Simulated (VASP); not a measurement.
Write the native input for VASP 6.6.1 that does the following.

```
Task                   : relaxation of cell and atoms
Functional             : PBE
Dispersion             : D4
Potentials or basis    : VASP PAW PBE potentials, release 64 (Bi_d)
Cutoff                 : 600 eV
k mesh                 : 12 × 12 × 12
Occupations            : fermi-dirac, width 0.15 eV
Spin                   : no spin polarisation
Dipole correction      : no
Further INCAR settings : ALGO = Fast; EDIFF = 1e-06; IBRION = 2; EDIFFG = -0.001; NSW = 80; ISIF = 3
```

The structure of Bi lies in POSCAR:

```
Bi
1.0
    2.2659927070      1.3082714994      3.8816395062
   -2.2659927070      1.3082714994      3.8816395062
    0.0000000000     -2.6165429988      3.8816395062
Bi
2
Direct
    0.2371714107      0.2371714107      0.2371714107
    0.7628285893      0.7628285893      0.7628285893
```

These files were run (other wordings do the same):

INCAR

```
SYSTEM = Bi
PREC = Accurate ; ENCUT = 600
EDIFF = 1E-6 ; ISMEAR = -1
SIGMA = 0.15 ; LREAL = .FALSE.
LASPH = .TRUE. ; NELM = 60
ALGO = Fast ; ISIF = 3
LWAVE = .FALSE. ; LCHARG = .FALSE.
GGA = PE ; IVDW = 13
IBRION = 2 ; NSW = 80
EDIFFG = -0.001
```

KPOINTS

```
regular mesh
0
G
  12 12 12
  0 0 0
```

Potentials or basis: VASP PAW PBE potentials, release 64 (Bi_d).

Run with:

```console
$ cat potpaw_PBE.64/Bi_d/POTCAR > POTCAR
$ mpirun -np 1 vasp_std > vasp.out
```

It gave:

```
Relaxed volume                        : 34.40 Å³/atom
Relaxed cell                          : a = 4.670 Å, b = 4.670 Å, c = 4.670 Å, α = 58.05°, β = 58.05°, γ = 58.05°
Space group after relaxing (to 0.1 Å) : R-3m (No. 166)
Energy gained by relaxing             : 0.3 meV/atom
Ionic steps                           : 52
Pressure after relaxing               : 0.0 GPa
Band gap on the k mesh                : zero (bands 15 and 16 overlap by 0.21 eV)
Dispersion energy per atom            : -0.504 eV
```

Caveat: spin-orbit coupling is left out, which moves the levels of the heavy elements.

Run time: 68 min on 1 thread of Intel(R) Xeon(R) Platinum 8259CL CPU @ 2.50GHz (Skylake/Cascade Lake), on a shared host, peak memory 0.45 GiB.
